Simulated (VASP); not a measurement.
A run of VASP 6.6.1 is set up as follows.

File POSCAR:

```
InSb
1.0
    0.0000000000      3.2189200986      3.2189200986
    3.2189200986      0.0000000000      3.2189200986
    3.2189200986      3.2189200986      0.0000000000
In Sb
1 1
Direct
    0.0000000000      0.0000000000      0.0000000000
    0.7500000000      0.7500000000      0.7500000000
```

The input INCAR.step1:

```
PREC = Accurate
ENCUT = 550
ISMEAR = 0
SIGMA = 0.05
LREAL = F
LASPH = T
NELM = 120
NBANDS = 16
GGA = PE
ALGO = Normal
EDIFF = 1E-5
LWAVE = T
LCHARG = F
GGA_COMPAT = F
```

Contents of INCAR.step2:

```
PREC = Accurate
ENCUT = 550
EDIFF = 1E-6
ISMEAR = 0
SIGMA = 0.05
LREAL = F
LASPH = T
NELM = 120
ALGO = Normal
ISIF = 2
LWAVE = F
LCHARG = T
METAGGA = R2SCAN
LMIXTAU = T
IVDW = 12
VDW_S6 = 1.0
VDW_S8 = 0.78981345
VDW_A1 = 0.49484001
VDW_A2 = 5.73083694
LELF = T
LVHAR = T
NBANDS = 16
ISTART = 1
GGA_COMPAT = F
```

KPOINTS

```
regular mesh
0
Gamma
  6 6 6
```

Potentials or basis: VASP PAW PBE potentials, release 64 (In_d, Sb).

The run is started by

```console
$ cat potpaw_PBE.64/In_d/POTCAR potpaw_PBE.64/Sb/POTCAR > POTCAR
$ cp INCAR.step1 INCAR
$ mpirun -np 1 vasp_std > vasp.out
$ cp INCAR.step2 INCAR
$ mpirun -np 1 vasp_std > vasp.out
```

**Question.** Predict the band gap on the k mesh.

**Answer.** 0.36 eV.

**Question.** Estimate the pressure.

**Answer.** 1.9 GPa.

**Question.** Predict the dispersion energy per atom.

**Answer.** -0.162 eV.

Caveat: three body term missing; the PAW data sets were made with another functional, which shifts forces and pressure a little; spin-orbit coupling is left out, which moves the levels of the heavy elements.
